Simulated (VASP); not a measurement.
# Hf (P-1) in VASP: a series of runs

The runs below take Hf through single point, with PBEsol.

All numbers are computed with VASP 6.6.1; they aren't measurements. Logs are shortened: lines on timing, memory, paths and dates and some standing lists are left out, and cuts for length are marked.

## Step 1: The cell of the first run

The typed cell holds 2 atoms: a = 3.126 Å, b = 3.126 Å, c = 6.037 Å, α = 112.85°, β = 102.46°, γ = 109.47°.

## Step 2: Single point, PBEsol

INCAR

```
SYSTEM = Hf
ALGO = Normal
EDIFF = 1E-6
ENCUT = 520
GGA = PS
ISIF = 2
ISMEAR = 1
LASPH = .True.
LCHARG = .True.
LELF = .True.
LREAL = .False.
LVHAR = .True.
LWAVE = .False.
NBANDS = 17
NELM = 60
PREC = Accurate
SIGMA = 0.05
```

KPOINTS

```
k-points
0
Gamma
  7 7 7
  0 0 0
```

POSCAR

```
Hf
1.0
   -1.8050000000      1.8050000000      1.8050000000
    1.8050000000     -1.8050000000      1.8050000000
    3.1587500000      4.0612500000     -3.1587500000
Hf
2
Direct
    0.0000000000      0.0000000000      0.0000000000
   -0.1250000000      0.0000000000      0.5000000000
```

Potentials or basis: VASP PAW PBE potentials, release 64 (Hf_pv).

Started as:

```
> cat potpaw_PBE.64/Hf_pv/POTCAR > POTCAR
> mpirun -np 1 vasp_std > vasp.out
```

OUTCAR:

```text
SYSTEM = Hf
   EDIFF = 1E-6
   ENCUT = 520
   GGA = PS
   ISIF = 2
   ISMEAR = 1
   LASPH = .True.
   LREAL = .False.
   NELM = 60
   PREC = Accurate

 ion  position               nearest neighbor table
   1  0.000  0.000  0.000-   2 2.96   2 3.13   2 3.13   2 3.22   2 3.47   2 3.61   2 3.61
   2  0.875  0.000  0.500-   1 2.96   1 3.13   1 3.13   1 3.22   1 3.47   1 3.61   1 3.61

  LATTYP: Found a triclinic cell.
 ALAT       =     3.1263517077
 B/A-ratio  =     2.3935677694
 C/A-ratio  =     2.4622144504
 COS(alpha) =     0.0176749080
 COS(beta)  =     0.6430525713
 COS(gamma) =     0.7311261550

  Lattice vectors:

 A1 = (   1.8050000000,  -1.8050000000,  -1.8050000000)
 A2 = (   6.7687500000,   0.4512500000,  -3.1587500000)
 A3 = (   0.4512500000,  -7.6712500000,  -0.4512500000)

Analysis of symmetry for initial positions (statically):
=====================================================================
 Subroutine PRICEL returns:
 Original cell was already a primitive cell.

 Routine SETGRP: Setting up the symmetry group for a
 triclinic supercell.

 Subroutine GETGRP returns: Found  2 space group operations
 (whereof  1 operations were pure point group operations)
 out of a pool of  2 trial point group operations.

The static configuration has the point symmetry C_1 .
 The point group associated with its full space group is S_2 .

Analysis of symmetry for dynamics (positions and initial velocities):
=====================================================================
 Subroutine PRICEL returns:
 Original cell was already a primitive cell.

 Routine SETGRP: Setting up the symmetry group for a
 triclinic supercell.

 Subroutine GETGRP returns: Found  2 space group operations
 (whereof  1 operations were pure point group operations)
 out of a pool of  2 trial point group operations.

The dynamic configuration has the point symmetry C_1 .
 The point group associated with its full space group is S_2 .

 Subroutine INISYM returns: Found  2 space group operations
 (whereof  1 operations are pure point group operations),
 and found     1 'primitive' translations

----------------------------------------------------------------------------------------

                                     Primitive cell

  volume of cell :      47.0459

  direct lattice vectors                    reciprocal lattice vectors
    -1.805000000  1.805000000  1.805000000    -0.034626039  0.242382271  0.277008310
     1.805000000 -1.805000000  1.805000000     0.277008310  0.000000000  0.277008310
     3.158750000  4.061250000 -3.158750000     0.138504155  0.138504155  0.000000000

  length of vectors
     3.126351708  3.126351708  6.037313532     0.369704926  0.391748909  0.195874455

  position of ions in fractional coordinates (direct lattice)
     0.000000000  0.000000000  0.000000000
     0.875000000  0.000000000  0.500000000

  ion indices of the primitive-cell ions
   primitive index   ion index
                 1           1
                 2           2

----------------------------------------------------------------------------------------

 KPOINTS: k-points

Automatic generation of k-mesh.
 Grid dimensions read from file:
 generate k-points for:    7    7    7

 Generating k-lattice:

  Cartesian coordinates                     Fractional coordinates (reciprocal lattice)
    -0.004946577  0.034626039  0.039572616     0.142857143  0.000000000  0.000000000
     0.039572616  0.000000000  0.039572616     0.000000000  0.142857143  0.000000000
     0.019786308  0.019786308  0.000000000     0.000000000  0.000000000  0.142857143

  Length of vectors
     0.052814989  0.055964130  0.027982065

  Shift w.r.t. Gamma in fractional coordinates (k-lattice)
     0.000000000  0.000000000  0.000000000

 Subroutine IBZKPT returns following result:
 ===========================================

 Found    172 irreducible k-points:

 Following reciprocal coordinates:
            Coordinates               Weight
  0.000000  0.000000  0.000000      1.000000
  0.142857  0.000000 -0.000000      2.000000
  0.285714  0.000000 -0.000000      2.000000
  0.428571  0.000000 -0.000000      2.000000
  0.000000  0.142857  0.000000      2.000000
  0.142857  0.142857  0.000000      2.000000
[... 16 lines left out ...]
 -0.428571  0.428571  0.000000      2.000000
 -0.285714  0.428571  0.000000      2.000000
 [... further k-points ...]
   k-points           NKPTS =    172   k-points in BZ     NKDIM =    172   number of bands    NBANDS=     17
   number of dos      NEDOS =    301   number of ions     NIONS =      2
   total plane-waves  NPLWV =  27648
   dimension x,y,z NGX =    24 NGY =   24 NGZ =   48
   dimension x,y,z NGXF=    48 NGYF=   48 NGZF=   96
   ions per type =               2
   NGX,Y,Z   is equivalent  to a cutoff of  12.76, 12.76, 13.22 a.u.
   NGXF,Y,Z  is equivalent  to a cutoff of  25.52, 25.52, 26.43 a.u.
 SYSTEM =  Hf
   PREC   = accura    normal or accurate (medium, high low for compatibility)
   ISTART =      0    job   : 0-new  1-cont  2-samecut
   ICHARG =      2    charge: 1-file 2-atom 10-const
   ISPIN  =      1    spin polarized calculation?
   LNONCOLLINEAR =      F non collinear calculations
   LSORBIT =      F    spin-orbit coupling
   LASPH  =      T    aspherical Exc in radial PAW
   ENCUT  =  520.0 eV  38.22 Ry    6.18 a.u.   5.81  5.81 11.23*2*pi/ulx,y,z
   NELM   =     60;   NELMIN=  2; NELMDL= -5     # of ELM steps
   EDIFF  = 0.1E-05   stopping-criterion for ELM
   LREAL  =      F    real-space projection
   EDIFFG = 0.1E-04   stopping-criterion for IOM
   NSW    =      0    number of steps for IOM
   IBRION =     -1    ionic relax: 0-MD 1-quasi-New 2-CG
   NFREE  =      0    steps in history (QN), initial steepest desc. (CG)
   ISIF   =      2    stress and relaxation
   ISYM   =      2    0-nonsym 1-usesym 2-fastsym
   POTIM  = 0.5000    time-step for ionic-motion
   TEBEG  =    0.0;   TEEND  =   0.0 temperature during run
   PSTRESS=    0.0 pullay stress
   NELECT =      20.0000    total number of electrons
   NUPDOWN=      -1.0000    fix difference up-down
   EMIN   =  10.00;   EMAX   =-10.00  energy-range for DOS
   EFERMI =   0.00;   METHOD = LEGACY
   ISMEAR =     1;   SIGMA  =   0.05  broadening in eV -4-tet -1-fermi 0-gaus
   EFERMI_NEDOS =   21; number of points for ismear=-14 and -15
   IALGO  =     38    algorithm
   IMIX   =      4    mixing-type and parameters
     AMIX     =   0.40;   BMIX     =  1.00
     AMIX_MAG =   1.60;   BMIX_MAG =  1.00
  volume/ion in A,a.u.               =      23.52       158.74
  Fermi-wavevector in a.u.,A,eV,Ry     =   1.230961  2.326179 20.616432  1.515265
  Thomas-Fermi vector in A             =   2.365789
   LORBIT       =      0    0 simple, 1 ext, 2 COOP (PROOUT), +10 PAW based schemes
   GGA     = PS    functional components
   LHFCALC =     F    Hartree Fock is set to
   AEXX    =    0.0000 exact exchange contribution
   IVDW    =     0    specifies the selected vdW correction
   LEPSILON=     F    determine dielectric tensor
   LRPA    =     F    only Hartree local field effects (RPA)
 non-spin polarized calculation
 Methfessel and Paxton  Order N= 1 SIGMA  =   0.05
  energy-cutoff  :      520.00
  volume of cell :       47.05
 maximum number of plane-waves:      1280
   NGX = 11   NGY = 11   NGZ = 23

 number of electron      20.0000000 magnetization

 Free energy of the ion-electron system (eV)
  ---------------------------------------------------
  ext. energy  EPLUGINS =         0.00000000
  ---------------------------------------------------
  free energy    TOTEN  =       -20.50749812 eV

  energy without entropy =      -20.50698009  energy(sigma->0) =      -20.50732544

 E-fermi :   4.1154     XC(G=0): -11.1575

 val. band max:        4.1143910945   @ k =   0.0000   0.1429   0.1429
 cond. band min:       4.1171701154   @ k =  -0.4286   0.1429   0.4286
 fundamental gap:      0.0027790209
 Fermi energy:         4.1154439623

 k-point     1 :       0.0000    0.0000    0.0000
  band No.  band energies     occupation
      1     -26.6631      2.00000
      2     -26.1017      2.00000
      3     -25.9647      2.00000
      4     -25.9250      2.00000
      5     -25.8865      2.00000
      6     -25.8506      2.00000
[... 9 lines left out ...]
     16       8.5988      0.00000
     17       9.1075      0.00000

 k-point     2 :       0.1429    0.0000   -0.0000
  band No.  band energies     occupation
      1     -26.6269      2.00000
      2     -26.1384      2.00000
      3     -26.0709      2.00000
      4     -25.9759      2.00000
      5     -25.9122      2.00000
      6     -25.8512      2.00000
[... 9 lines left out ...]
     16       8.5492      0.00000
     17       9.6172      0.00000

 k-point     3 :       0.2857    0.0000   -0.0000
  band No.  band energies     occupation
      1     -26.5789      2.00000
      2     -26.3493      2.00000
      3     -26.2168      2.00000
      4     -26.0167      2.00000
      5     -25.9582      2.00000
      6     -25.8519      2.00000
[... 9 lines left out ...]
     16       8.5649      0.00000
     17       9.6578      0.00000

 k-point     4 :       0.4286    0.0000   -0.0000
  band No.  band energies     occupation
      1     -26.6088      2.00000
      2     -26.5480      2.00000
      3     -26.2543      2.00000
      4     -26.0422      2.00000
      5     -25.9681      2.00000
      6     -25.8529      2.00000
[... 9 lines left out ...]
     16       9.3477      0.00000
     17      10.1150      0.00000
[... 343 lines left out ...]
      1     -26.5738      2.00000
      2     -26.5184      2.00000
      3     -26.3745      2.00000
      4     -26.2824      2.00000
      5     -26.1700      2.00000
      6     -25.9181      2.00000
[... 9 lines left out ...]
     16      10.1501      0.00000
     17      11.3070      0.00000

 k-point    23 :      -0.4286    0.4286    0.0000
  band No.  band energies     occupation
      1     -26.5751      2.00000
      2     -26.5205      2.00000
      3     -26.3687      2.00000
      4     -26.2695      2.00000
      5     -26.1582      2.00000
      6     -25.9092      2.00000
[... 9 lines left out ...]
     16       9.5490      0.00000
     17      10.4509      0.00000

 k-point    24 :      -0.2857    0.4286    0.0000
  band No.  band energies     occupation
      1     -26.5564      2.00000
      2     -26.4856      2.00000
      3     -26.2601      2.00000
      4     -26.2246      2.00000
      5     -26.1413      2.00000
      6     -25.9282      2.00000
[... 9 lines left out ...]
     16       9.2506      0.00000
     17      10.0029      0.00000

 [... further k-points ...]

------------------------ aborting loop because EDIFF is reached ----------------------------------------

  FORCE on cell =-STRESS in cart. coord.  units (eV):
  Direction    XX          YY          ZZ          XY          YZ          ZX
  --------------------------------------------------------------------------------------
  -------------------------------------------------------------------------------------
  Total       -2.3758583     -2.3827811     -2.8998145     -0.4054375     -0.5004296     -0.4719174
  in kB      -80.9113611    -81.1471219    -98.7550226    -13.8074324    -17.0424472    -16.0714448
  external PRESSURE =     -86.9378352 kB  Pullay stress =       0.0000000 kB

 VOLUME and BASIS-vectors are now :
 -----------------------------------------------------------------------------
  energy-cutoff  :      520.00
  volume of cell :       47.05
      direct lattice vectors                 reciprocal lattice vectors
    -1.805000000  1.805000000  1.805000000    -0.034626039  0.242382271  0.277008310
     1.805000000 -1.805000000  1.805000000     0.277008310  0.000000000  0.277008310
     3.158750000  4.061250000 -3.158750000     0.138504155  0.138504155  0.000000000

 POSITION                                       TOTAL-FORCE (eV/Angst)
 -----------------------------------------------------------------------------------
      0.00000      0.00000      0.00000        -0.051373      0.288625     -0.406783
      0.00000      3.61000      0.00000         0.051373     -0.288625      0.406783
 -----------------------------------------------------------------------------------
    total drift:                                0.000000      0.000000     -0.000000

  FREE ENERGIE OF THE ION-ELECTRON SYSTEM (eV)
  ---------------------------------------------------
  free  energy   TOTEN  =       -20.5074981167 eV

  energy  without entropy=      -20.5069800908  energy(sigma->0) =      -20.50732544
```

Wall time 83 s (1 thread of Intel Xeon 6455B, shared host); peak memory 0.26 GiB.

Results:

| Property | Result |
| --- | --- |
| Free energy | -20.5075 eV |
| Pressure | -8.7 GPa |
| Largest force | 0.501 eV/Å |
| Band gap on the k mesh | zero (bands 10 and 11 overlap by 1.22 eV) |

Forces in eV/Å, atoms in the order of the input:
```
Hf  -0.051  0.289 -0.407
Hf   0.051 -0.289  0.407
```

Caveat: the cell stands under tension; the PAW data sets were made with another functional, which shifts forces and pressure a little; spin-orbit coupling is left out, which moves the levels of the heavy elements.

## Step 3: Single point, PBEsol

This run uses another cell than the first one, of the same volume but with other edges.

INCAR

```
PREC = Accurate
ENCUT = 520
EDIFF = 1E-7
ISMEAR = 1
SIGMA = 0.05
LREAL = False
LASPH = True
NELM = 60
ALGO = Normal
ISIF = 2
LWAVE = False
LCHARG = True
GGA = PS
LELF = True
LVHAR = True
NBANDS = 17
```

KPOINTS

```
regular mesh
0
Gamma
  7 7 7
```

POSCAR

```
Hf
1.0
   -1.8050000000      1.8050000000      1.8050000000
    1.8050000000     -1.8050000000      1.8050000000
    2.2562500000      4.9637500000     -2.2562500000
Hf
2
Direct
    0.0000000000      0.0000000000      0.0000000000
   -0.3750000000      0.0000000000      0.5000000000
```

Potentials or basis: VASP PAW PBE potentials, release 64 (Hf_pv).

Started as:

```
> cat potpaw_PBE.64/Hf_pv/POTCAR > POTCAR
> mpirun -np 1 vasp_std > vasp.out
```

Wall time 1.7 min (1 thread of Intel Xeon 6455B, shared host); peak memory 0.25 GiB.

Results (log left out):

* Free energy: -20.5075 eV
* Pressure: -8.7 GPa
* Largest force: 0.501 eV/Å
* Band gap on the k mesh: zero (bands 10 and 11 overlap by 1.22 eV)

Forces in eV/Å, atoms in the order of the input:
```
Hf   0.289 -0.051  0.407
Hf  -0.289  0.051 -0.407
```

Stress tensor (GPa, compression positive):
```
-8.11 -1.38  1.70
-1.38 -8.08  1.61
 1.70  1.61 -9.87
```

Levels at points of the mesh, in eV from the Fermi level:
| k point | band 6 | band 7 | band 8 | band 9 | band 10 | band 11 | band 12 | band 13 | band 14 | band 15 |
| --- | --- | --- | --- | --- | --- | --- | --- | --- | --- | --- |
| (0.00, 0.00, 0.00) | -29.97 | -6.90 | -3.23 | -0.31 | 0.66 | 0.92 | 1.59 | 2.14 | 3.44 | 3.45 |

Caveat: the cell stands under tension; the PAW data sets were made with another functional, which shifts forces and pressure a little; spin-orbit coupling is left out, which moves the levels of the heavy elements.
